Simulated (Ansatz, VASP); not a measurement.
**Se: VASP beside Ansatz**

File POSCAR:

```
Se
1.0
    4.5048207049      0.0000000000      0.0000000000
   -2.2524103524      3.9012891699      0.0000000000
    0.0000000000      0.0000000000      4.9787963167
Se
3
Direct
    0.1786722436      0.0392207364      0.3933333333
    0.0392207364      0.1786722436      0.6066666667
    0.7821070200      0.7821070200      0.0000000000
```

The input INCAR.step1:

```
SYSTEM = Se
  ALGO = Normal
  EDIFF = 1E-4
  ENCUT = 520
  GGA = PE
  ISMEAR = -1
  LASPH = .True.
  LCHARG = .False.
  LREAL = .False.
  LWAVE = .True.
  NBANDS = 16
  NELM = 80
  PREC = Accurate
  SIGMA = 0.03
```

Contents of INCAR.step2:

```
SYSTEM = Se
  ALGO = Normal
  EDIFF = 1E-8
  ENCUT = 520
  ISIF = 2
  ISMEAR = -1
  ISTART = 1
  LASPH = .True.
  LCHARG = .False.
  LEFG = .True.
  LMIXTAU = .True.
  LREAL = .False.
  LWAVE = .False.
  METAGGA = R2SCAN
  NBANDS = 16
  NELM = 80
  PREC = Accurate
  SIGMA = 0.03
```

KPOINTS

```
k-points
0
Gamma
  6 6 5
  0 0 0
```

Input for Ansatz:

```yaml
crystal:
  lattice:
    - [4.5048207049, 0.0, 0.0]
    - [-2.2524103524, 3.9012891699, 0.0]
    - [0.0, 0.0, 4.9787963167]
  atoms:
    - { symbol: Se, position: [0.1786722436, 0.0392207364, 0.3933333333] }
    - { symbol: Se, position: [0.0392207364, 0.1786722436, 0.6066666667] }
    - { symbol: Se, position: [0.78210702, 0.78210702, 0.0] }
kpoints:
  mp_grid: { grid: [6, 6, 5] }
scf:
  occupations: { method: fermi_dirac, width: 0.03 }
hamiltonian:
  xc: r2scan
  pseudopotentials: { kind: paw }
output:
  forces: true
  stress: true
  eigenvalues: true
  efg: { contact_densities: true }
  populations: true
  write_density: true
  write_potential: true
  elf: true
  volumetric_format: npy
```

Change from the starting cell: shortest bond scaled by 0.64, PAW files.

Alike in both runs: task electric field gradients; functional r2SCAN; k mesh 6 × 6 × 5; occupations fermi-dirac, width 0.03 eV; no spin polarisation.

|  | VASP | Ansatz |
| --- | --- | --- |
| version | VASP 6.6.1 | Ansatz 0.2.0 |
| potentials or method | VASP PAW PBE potentials, release 64 (Se) | PAW with Ansatz's default frozen-core files, scalar-relativistic |
| plane-wave cutoff (eV) | 520 | 500 |
| valence electrons in the cell | 18 | 48 |

Ansatz gave:

* pressure (GPa): 59.2
* traceless stress, the component that is largest in VASP (GPa): -74.39
* rms of the force components (eV/Å): 28.908
* size of Vzz on the site where it differs most (V/Å²): 443.4

Question: Estimate VASP's values.

Answer: Pressure (GPa): 71.8; traceless stress, the component that is largest in VASP (GPa): -90.52; rms of the force components (eV/Å): 35.205; size of Vzz on the site where it differs most (V/Å²): 527.8.

VASP's potentials were made for PBE, not for r2SCAN. Atom by atom the forces differ by 6.297 eV/Å (rms over components). The pressures are high and differ by over a tenth, so treat them with care. One of these differences is far larger than is usual between the two programs; its cause wasn't traced. VASP's potentials hold 18 valence electrons a cell and Ansatz's 48, so a difference there can come from the potentials and not from the codes.

Noted on VASP's run: the cell as given lies far from equilibrium.
